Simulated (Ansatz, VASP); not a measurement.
# One calculation of H4NF, two programs

```xyz
12
Lattice="2.2255 3.8546 0.0000 -2.2255 3.8546 0.0000 0.0000 0.0000 7.1830" Properties=species:S:1:pos:R:3 pbc="T T T"
H     0.8292    2.0910    3.0747
H     0.8292    5.6183    6.6661
H     0.0000    3.5276    3.0748
H    -0.8295    5.6185    6.6663
H    -0.8295    2.0908    3.0748
H     0.0000    4.1817    6.6663
H    -0.0002    2.5699    1.5587
H    -0.0002    5.1394    5.1502
F    -0.0002    2.5699    0.0000
F    -0.0002    5.1394    3.5915
N    -0.0002    2.5699    2.7159
N    -0.0002    5.1394    6.3074
```

Alike in both runs: task single point; functional r2SCAN; k mesh 7 × 7 × 4; no spin polarisation.

|  | VASP | Ansatz |
| --- | --- | --- |
| version | VASP 6.6.1 | Ansatz 0.2.0 |
| potentials or method | VASP PAW PBE potentials, release 64 (H, F, N), cutoff 520 eV | PAW plane waves |
| occupations | fermi-dirac, width 0.1 eV | fermi-dirac |
| valence electrons in the cell | 32 | 32 |

```csv
,VASP,Ansatz,Ansatz less VASP
gap on the k mesh at the Fermi level (eV),6.58,6.58,-0.003
pressure (GPa),-1.4,-1.2,+0.16
"traceless stress, the component that is largest in VASP (GPa)",-7.54,-7.55,-0.006
rms of the force components (eV/Å),0.826,0.822,-0.0040
```

VASP's potentials were made for PBE, not for r2SCAN. Atom by atom the forces differ by 0.029 eV/Å (rms over components). Ansatz's warnings: structure snapped to symmetry, xc potential rough in thin density.
